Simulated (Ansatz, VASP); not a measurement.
One calculation of W, two programs

INCAR

```
SYSTEM = W
  ALGO = Fast
  EDIFF = 1E-6
  ENCUT = 520
  GGA = PS
  ISIF = 2
  ISMEAR = 0
  LASPH = .TRUE.
  LCHARG = .TRUE.
  LELF = .TRUE.
  LREAL = .FALSE.
  LVHAR = .TRUE.
  LWAVE = .FALSE.
  NBANDS = 66
  NELM = 100
  PREC = Accurate
  SIGMA = 0.15
```

The input KPOINTS:

```
k-points
0
G
  8 8 8
  0 0 0
```

POSCAR

```
W
1.0
    4.6294799416      0.0000000000      0.0000000000
    0.0000000000      4.6294799416      0.0000000000
    0.0000000000      0.0000000000      5.0320434148
W
8
Direct
    0.0000000000      0.0000000000      0.0000000000
    0.5000000000      0.5000000000      0.5000000000
    0.0000000000      0.5000000000      0.2500000000
    0.0000000000      0.5000000000      0.7500000000
    0.2500000000      0.0000000000      0.5000000000
    0.7500000000      0.0000000000      0.5000000000
    0.5000000000      0.7500000000      0.0000000000
    0.5000000000      0.2500000000      0.0000000000
```

Input for Ansatz:

```yaml
crystal:
  lattice:
    - [4.6294799416, 0.0, 0.0]
    - [0.0, 4.6294799416, 0.0]
    - [0.0, 0.0, 5.0320434148]
  atoms:
    - { symbol: W, position: [0.0, 0.0, 0.0] }
    - { symbol: W, position: [0.5, 0.5, 0.5] }
    - { symbol: W, position: [0.0, 0.5, 0.25] }
    - { symbol: W, position: [0.0, 0.5, 0.75] }
    - { symbol: W, position: [0.25, 0.0, 0.5] }
    - { symbol: W, position: [0.75, 0.0, 0.5] }
    - { symbol: W, position: [0.5, 0.75, 0.0] }
    - { symbol: W, position: [0.5, 0.25, 0.0] }
basis:
  ecutwfc: 420
kpoints:
  mp_grid: { grid: [8, 8, 8] }
hamiltonian:
  xc: pbesol
scf:
  occupations: { method: gaussian, width: 0.15 }
output:
  forces: true
  stress: true
  eigenvalues: true
  write_density: true
  write_potential: true
  elf: true
  volumetric_format: npy
```

Change from the starting cell: strain -0.080 along x and y, +0.000 along z, atoms carried along.

Alike in both runs: task single point; functional PBEsol; k mesh 8 × 8 × 8; occupations gaussian, width 0.15 eV; no spin polarisation.

|  | VASP | Ansatz |
| --- | --- | --- |
| version | VASP 6.6.1 | Ansatz 0.2.0 |
| potentials or method | VASP PAW PBE potentials, release 64 (W_sv), cutoff 520 eV | scalar-relativistic, plane waves, PAW |
| valence electrons in the cell | 112 | 112 |

|  | VASP | Ansatz | Ansatz less VASP |
| --- | --- | --- | --- |
| gap on the k mesh at the Fermi level (eV) | none | none | - |
| pressure (GPa) | 79.8 | 77.2 | -2.59 |
| traceless stress, the component that is largest in VASP (GPa) | -39.33 | -38.24 | +1.094 |
| rms of the force components (eV/Å) | 0.149 | 0.143 | -0.0065 |

VASP's potentials were made for PBE, not for PBEsol. Atom by atom the forces differ by 0.007 eV/Å (rms over components). A gap of «none» marks a metal or a gap that the smearing closes. Both programs put the cell under a high pressure, so it lies far from rest at this level.

Spin-orbit coupling is off throughout. Noted on VASP's run: the cell as given lies far from equilibrium.
